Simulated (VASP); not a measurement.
# MoSe (Pm-3m) in VASP: further runs

The runs below take MoSe through single point, with PBE+U.

Everything below comes from runs of VASP 6.6.1. Logs are shortened: lines on timing, memory, paths and dates and some standing lists are left out, and cuts for length are marked.

## Step 1: The cell of the first run

The structure is cubic, space group Pm-3m (No. 221). Conventional cell: a = 3.280 Å, b = 3.280 Å, c = 3.280 Å, α = 90.00°, β = 90.00°, γ = 90.00°. Within 3.7 Å of Mo (site symmetry m-3m) lie 8 Se at 2.84 Å and 6 Mo at 3.28 Å. Within 3.7 Å of Se (site symmetry m-3m) lie 8 Mo at 2.84 Å and 6 Se at 3.28 Å.

## Step 2: Single point, PBE+U, collinear spin

INCAR

```
SYSTEM = MoSe
PREC     = Accurate       ! precision mode
ENCUT    = 520            ! plane-wave cutoff, eV
EDIFF    = 1E-6           ! SCF threshold, eV
ISMEAR   = 0              ! smearing method
SIGMA    = 0.1            ! smearing width, eV
LREAL    = .False.        ! projectors in reciprocal space
LASPH    = .True.         ! aspherical terms in the spheres
NELM     = 150            ! most SCF steps
ALGO     = Normal         ! electronic algorithm
ISIF     = 2              ! what is computed and relaxed
LWAVE    = .False.        ! write WAVECAR
LCHARG   = .False.        ! write CHGCAR
ISPIN    = 2              ! spin polarisation
MAGMOM   = 2 0            ! initial moments
LORBIT   = 11             ! projections on sites
LMAXMIX  = 4              ! l up to which the mixer works
LDAU     = .True.         ! DFT+U
LDAUTYPE = 2            
LDAUL    = 2 -1           ! shell
LDAUU    = 4.38 0         ! U, eV
LDAUJ    = 0 0          
LDAUPRINT= 1            
GGA      = PE             ! functional
NBANDS   = 21             ! bands
```

KPOINTS

```
regular mesh
0
Gamma
  12 12 12
  0 0 0
```

POSCAR

```
MoSe
1.0
    3.2800703421      0.0000000000      0.0000000000
    0.0000000000      3.2800703421      0.0000000000
    0.0000000000      0.0000000000      3.2800703421
Mo Se
1 1
Direct
    0.0000000000      0.0000000000      0.0000000000
    0.5000000000      0.5000000000      0.5000000000
```

Potentials or basis: VASP PAW PBE potentials, release 64 (Mo_sv, Se).

Run with:

```bash
$ cat potpaw_PBE.64/Mo_sv/POTCAR potpaw_PBE.64/Se/POTCAR > POTCAR
$ mpirun -np 1 vasp_std > vasp.out
```

OUTCAR:

```text
SYSTEM = MoSe
   PREC = Accurate
   ENCUT = 520
   EDIFF = 1E-6
   ISMEAR = 0
   LREAL = .False.
   LASPH = .True.
   NELM = 150
   ISIF = 2
   ISPIN = 2
   LORBIT = 11
   GGA = PE

 ion  position               nearest neighbor table
   1  0.000  0.000  0.000-   2 2.84   2 2.84   2 2.84   2 2.84   2 2.84   2 2.84   2 2.84   2 2.84

   2  0.500  0.500  0.500-   1 2.84   1 2.84   1 2.84   1 2.84   1 2.84   1 2.84   1 2.84   1 2.84

  LATTYP: Found a simple cubic cell.
 ALAT       =     3.2800703421

  Lattice vectors:

 A1 = (   3.2800703421,   0.0000000000,   0.0000000000)
 A2 = (   0.0000000000,   3.2800703421,   0.0000000000)
 A3 = (   0.0000000000,   0.0000000000,   3.2800703421)

Analysis of symmetry for initial positions (statically):
=====================================================================
 Subroutine PRICEL returns:
 Original cell was already a primitive cell.

 Routine SETGRP: Setting up the symmetry group for a
 simple cubic supercell.

 Subroutine GETGRP returns: Found 48 space group operations
 (whereof 48 operations were pure point group operations)
 out of a pool of 48 trial point group operations.

The static configuration has the point symmetry O_h .

Analysis of symmetry for dynamics (positions and initial velocities):
=====================================================================
 Subroutine PRICEL returns:
 Original cell was already a primitive cell.

 Routine SETGRP: Setting up the symmetry group for a
 simple cubic supercell.

 Subroutine GETGRP returns: Found 48 space group operations
 (whereof 48 operations were pure point group operations)
 out of a pool of 48 trial point group operations.

The dynamic configuration has the point symmetry O_h .

Analysis of structural, dynamic, and magnetic symmetry:
=====================================================================
 Subroutine PRICEL returns:
 Original cell was already a primitive cell.

 Routine SETGRP: Setting up the symmetry group for a
 simple cubic supercell.

 Subroutine GETGRP returns: Found 48 space group operations
 (whereof 48 operations were pure point group operations)
 out of a pool of 48 trial point group operations.

The overall configuration has the point symmetry O_h .

 Subroutine INISYM returns: Found 48 space group operations
 (whereof 48 operations are pure point group operations),
 and found     1 'primitive' translations

----------------------------------------------------------------------------------------

                                     Primitive cell

  volume of cell :      35.2898

  direct lattice vectors                    reciprocal lattice vectors
     3.280070342  0.000000000  0.000000000     0.304871511  0.000000000  0.000000000
     0.000000000  3.280070342  0.000000000     0.000000000  0.304871511  0.000000000
     0.000000000  0.000000000  3.280070342     0.000000000  0.000000000  0.304871511

  length of vectors
     3.280070342  3.280070342  3.280070342     0.304871511  0.304871511  0.304871511

  position of ions in fractional coordinates (direct lattice)
     0.000000000  0.000000000  0.000000000
     0.500000000  0.500000000  0.500000000

  ion indices of the primitive-cell ions
   primitive index   ion index
                 1           1
                 2           2

----------------------------------------------------------------------------------------

 KPOINTS: regular mesh

Automatic generation of k-mesh.
 Grid dimensions read from file:
 generate k-points for:   12   12   12

 Generating k-lattice:

  Cartesian coordinates                     Fractional coordinates (reciprocal lattice)
     0.025405959  0.000000000  0.000000000     0.083333333  0.000000000  0.000000000
     0.000000000  0.025405959  0.000000000     0.000000000  0.083333333  0.000000000
     0.000000000  0.000000000  0.025405959     0.000000000  0.000000000  0.083333333

  Length of vectors
     0.025405959  0.025405959  0.025405959

  Shift w.r.t. Gamma in fractional coordinates (k-lattice)
     0.000000000  0.000000000  0.000000000

 Subroutine IBZKPT returns following result:
 ===========================================

 Found     84 irreducible k-points:

 Following reciprocal coordinates:
            Coordinates               Weight
  0.000000  0.000000  0.000000      1.000000
  0.083333  0.000000  0.000000      6.000000
  0.166667  0.000000  0.000000      6.000000
  0.250000  0.000000  0.000000      6.000000
  0.333333  0.000000  0.000000      6.000000
  0.416667  0.000000  0.000000      6.000000
[... 16 lines left out ...]
  0.333333  0.333333  0.000000     12.000000
  0.416667  0.333333  0.000000     24.000000
 [... further k-points ...]
   k-points           NKPTS =     84   k-points in BZ     NKDIM =     84   number of bands    NBANDS=     21
   number of dos      NEDOS =    301   number of ions     NIONS =      2
   total plane-waves  NPLWV =  13824
   dimension x,y,z NGX =    24 NGY =   24 NGZ =   24
   dimension x,y,z NGXF=    48 NGYF=   48 NGZF=   48
   ions per type =               1   1
   NGX,Y,Z   is equivalent  to a cutoff of  12.16, 12.16, 12.16 a.u.
   NGXF,Y,Z  is equivalent  to a cutoff of  24.33, 24.33, 24.33 a.u.
 SYSTEM =  MoSe
   PREC   = accura    normal or accurate (medium, high low for compatibility)
   ISTART =      0    job   : 0-new  1-cont  2-samecut
   ICHARG =      2    charge: 1-file 2-atom 10-const
   ISPIN  =      2    spin polarized calculation?
   LNONCOLLINEAR =      F non collinear calculations
   LSORBIT =      F    spin-orbit coupling
   LASPH  =      T    aspherical Exc in radial PAW
   ENCUT  =  520.0 eV  38.22 Ry    6.18 a.u.   6.10  6.10  6.10*2*pi/ulx,y,z
   NELM   =    150;   NELMIN=  2; NELMDL= -5     # of ELM steps
   EDIFF  = 0.1E-05   stopping-criterion for ELM
   LREAL  =      F    real-space projection
[... 7 lines left out ...]
   TEBEG  =    0.0;   TEEND  =   0.0 temperature during run
   PSTRESS=    0.0 pullay stress
   NELECT =      20.0000    total number of electrons
   NUPDOWN=      -1.0000    fix difference up-down
   EMIN   =  10.00;   EMAX   =-10.00  energy-range for DOS
   EFERMI =   0.00;   METHOD = LEGACY
   ISMEAR =     0;   SIGMA  =   0.10  broadening in eV -4-tet -1-fermi 0-gaus
   EFERMI_NEDOS =   21; number of points for ismear=-14 and -15
   IALGO  =     38    algorithm
   IMIX   =      4    mixing-type and parameters
     AMIX     =   0.40;   BMIX     =  1.00
     AMIX_MAG =   1.60;   BMIX_MAG =  1.00
  volume/ion in A,a.u.               =      17.64       119.07
  Fermi-wavevector in a.u.,A,eV,Ry     =   1.354779  2.560160 24.972475  1.835425
  Thomas-Fermi vector in A             =   2.481922
   LORBIT       =     11    0 simple, 1 ext, 2 COOP (PROOUT), +10 PAW based schemes
 LDA+U is selected, type is set to LDAUTYPE =  2
   angular momentum for each species LDAUL =     2   -1
   U (eV)           for each species LDAUU =   4.4  0.0
   J (eV)           for each species LDAUJ =   0.0  0.0
   GGA     = PE    functional components
   LHFCALC =     F    Hartree Fock is set to
   AEXX    =    0.0000 exact exchange contribution
   IVDW    =     0    specifies the selected vdW correction
   LEPSILON=     F    determine dielectric tensor
   LRPA    =     F    only Hartree local field effects (RPA)
 spin polarized calculation
 Gauss-broadening in eV      SIGMA  =   0.10
  energy-cutoff  :      520.00
  volume of cell :       35.29
 maximum number of plane-waves:       976
   NGX = 13   NGY = 13   NGZ = 13

atom =   1  type =  1  l = 2

 onsite density matrix

spin component  1

  0.6797 -0.0000 -0.0000  0.0000  0.0000
 -0.0000  0.6797  0.0000  0.0000  0.0000
 -0.0000  0.0000  0.4516  0.0000 -0.0000
  0.0000  0.0000  0.0000  0.6797  0.0000
  0.0000  0.0000 -0.0000  0.0000  0.4516

spin component  2

  0.0941  0.0000 -0.0000 -0.0000 -0.0000
  0.0000  0.0941  0.0000 -0.0000 -0.0000
 -0.0000  0.0000  0.3306  0.0000 -0.0000
 -0.0000 -0.0000  0.0000  0.0941  0.0000
 -0.0000 -0.0000 -0.0000  0.0000  0.3306

 occupancies and eigenvectors

  o =  0.0941  v =  0.0000  0.0000  0.0000  0.0000  0.0000  0.6523  0.0143  0.0000  0.7578  0.0000      0.0000  0.0000  0.0000  0.0000  0.0000  0.0000  0.0000  0.0000  0.0000  0.0000
  o =  0.0941  v =  0.0000  0.0000  0.0000  0.0000  0.0000  0.7574 -0.0494  0.0000 -0.6510  0.0000      0.0000  0.0000  0.0000  0.0000  0.0000  0.0000  0.0000  0.0000  0.0000  0.0000
  o =  0.0941  v =  0.0000  0.0000  0.0000  0.0000  0.0000  0.0281  0.9987 -0.0000 -0.0431  0.0000      0.0000  0.0000  0.0000  0.0000  0.0000  0.0000  0.0000  0.0000  0.0000  0.0000
  o =  0.3306  v =  0.0000  0.0000  0.0000  0.0000  0.0000  0.0000 -0.0000 -0.0325 -0.0000 -0.9995      0.0000  0.0000  0.0000  0.0000  0.0000  0.0000  0.0000  0.0000  0.0000  0.0000
  o =  0.3306  v =  0.0000  0.0000  0.0000  0.0000  0.0000 -0.0000 -0.0000  0.9995  0.0000 -0.0325      0.0000  0.0000  0.0000  0.0000  0.0000  0.0000  0.0000  0.0000  0.0000  0.0000
  o =  0.4516  v =  0.0000 -0.0000  0.6999 -0.0000  0.7143  0.0000  0.0000  0.0000  0.0000  0.0000      0.0000  0.0000  0.0000  0.0000  0.0000  0.0000  0.0000  0.0000  0.0000  0.0000
  o =  0.4516  v =  0.0000  0.0000 -0.7143 -0.0000  0.6999  0.0000  0.0000  0.0000  0.0000  0.0000      0.0000  0.0000  0.0000  0.0000  0.0000  0.0000  0.0000  0.0000  0.0000  0.0000
  o =  0.6797  v =  0.0000 -0.9974 -0.0000 -0.0714 -0.0000  0.0000  0.0000  0.0000  0.0000  0.0000      0.0000  0.0000  0.0000  0.0000  0.0000  0.0000  0.0000  0.0000  0.0000  0.0000
  o =  0.6797  v =  0.0000  0.0714  0.0000 -0.9974 -0.0000  0.0000  0.0000  0.0000  0.0000  0.0000      0.0000  0.0000  0.0000  0.0000  0.0000  0.0000  0.0000  0.0000  0.0000  0.0000
  o =  0.6797  v =  1.0000  0.0000  0.0000  0.0000  0.0000  0.0000  0.0000  0.0000  0.0000  0.0000      0.0000  0.0000  0.0000  0.0000  0.0000  0.0000  0.0000  0.0000  0.0000  0.0000

 number of electron      19.9999998 magnetization       2.0108568

 Free energy of the ion-electron system (eV)
  ---------------------------------------------------
  ext. energy  EPLUGINS =         0.00000000
  ---------------------------------------------------
  free energy    TOTEN  =        -9.49670888 eV

  energy without entropy =       -9.49335150  energy(sigma->0) =       -9.49503019

 E-fermi :   9.7039     XC(G=0): -11.9174

 val. band max:        9.7031918347   @ k =   0.2500   0.2500   0.2500
 cond. band min:       9.7091755057   @ k =   0.2500   0.0000   0.0000
 fundamental gap:      0.0059836710
 Fermi energy:         9.7039065491

 spin component 1

 k-point     1 :       0.0000    0.0000    0.0000
  band No.  band energies     occupation
      1     -52.4135      1.00000
      2     -26.4881      1.00000
      3     -26.4881      1.00000
      4     -26.4881      1.00000
      5      -6.0203      1.00000
      6       6.1898      1.00000
[... 550 lines left out ...]
      5      -4.3557      1.00000
      6       3.1214      1.00000
[... 13 lines left out ...]
     20      24.1584      0.00000
     21      26.3103      0.00000

 [... further k-points ...]

 spin component 2

 k-point     1 :       0.0000    0.0000    0.0000
  band No.  band energies     occupation
      1     -51.0995      1.00000
      2     -25.0264      1.00000
      3     -25.0264      1.00000
      4     -25.0264      1.00000
      5      -6.1325      1.00000
      6       7.3581      1.00000
[... 550 lines left out ...]
      5      -4.4479      1.00000
      6       3.3484      1.00000
[... 13 lines left out ...]
     20      24.8762      0.00000
     21      26.9513      0.00000

 [... further k-points ...]
[... 5 lines left out ...]
  --------------------------------------------------------------------------------------
  -------------------------------------------------------------------------------------
  Total       -0.2478368     -0.2478368     -0.2478368     -0.0000000     -0.0000000     -0.0000000
  in kB      -11.2519264    -11.2519264    -11.2519264     -0.0000000     -0.0000000     -0.0000000
  external PRESSURE =     -11.2519264 kB  Pullay stress =       0.0000000 kB

 VOLUME and BASIS-vectors are now :
 -----------------------------------------------------------------------------
  energy-cutoff  :      520.00
  volume of cell :       35.29
      direct lattice vectors                 reciprocal lattice vectors
     3.280070342  0.000000000  0.000000000     0.304871511  0.000000000  0.000000000
     0.000000000  3.280070342  0.000000000     0.000000000  0.304871511  0.000000000
     0.000000000  0.000000000  3.280070342     0.000000000  0.000000000  0.304871511

 POSITION                                       TOTAL-FORCE (eV/Angst)
 -----------------------------------------------------------------------------------
      0.00000      0.00000      0.00000         0.000000      0.000000      0.000000
      1.64004      1.64004      1.64004         0.000000      0.000000      0.000000
 -----------------------------------------------------------------------------------
    total drift:                                0.000000      0.000000      0.000000

  FREE ENERGIE OF THE ION-ELECTRON SYSTEM (eV)
  ---------------------------------------------------
  free  energy   TOTEN  =        -9.4967088768 eV

  energy  without entropy=       -9.4933515003  energy(sigma->0) =       -9.49503019

 total charge

# of ion       s       p       d       tot
------------------------------------------
    1        2.219   6.095   3.845  12.159
    2        1.490   2.254   0.087   3.831
--------------------------------------------------
tot          3.709   8.349   3.932  15.990

 magnetization (x)

# of ion       s       p       d       tot
------------------------------------------
    1        0.033   0.030   1.984   2.047
    2        0.030  -0.267   0.027  -0.210
--------------------------------------------------
tot          0.063  -0.237   2.012   1.837
```

Wall time 2.1 min (1 thread of Intel Xeon 8259CL, shared host); peak memory 0.21 GiB.

What came out:

```
Free energy                                           : -9.4967 eV
Pressure                                              : -1.1 GPa
Band gap on the k mesh                                : zero (filled and empty bands overlap)
Net moment                                            : 2.01 μB per cell
Site moments                                          : Mo +2.05; Se -0.21 μB
Valence electrons inside the program's atomic spheres : Mo 12.16; Se 3.83
```

Eigenvalues of the final occupation matrices:
| site | spin | trace | eigenvalues |
| --- | --- | --- | --- |
| site 1 d | 1 | 2.94 | 0.45 0.45 0.68 0.68 0.68 |
| site 1 d | 2 | 0.94 | 0.09 0.09 0.09 0.33 0.33 |

[end of part 1 of 2]
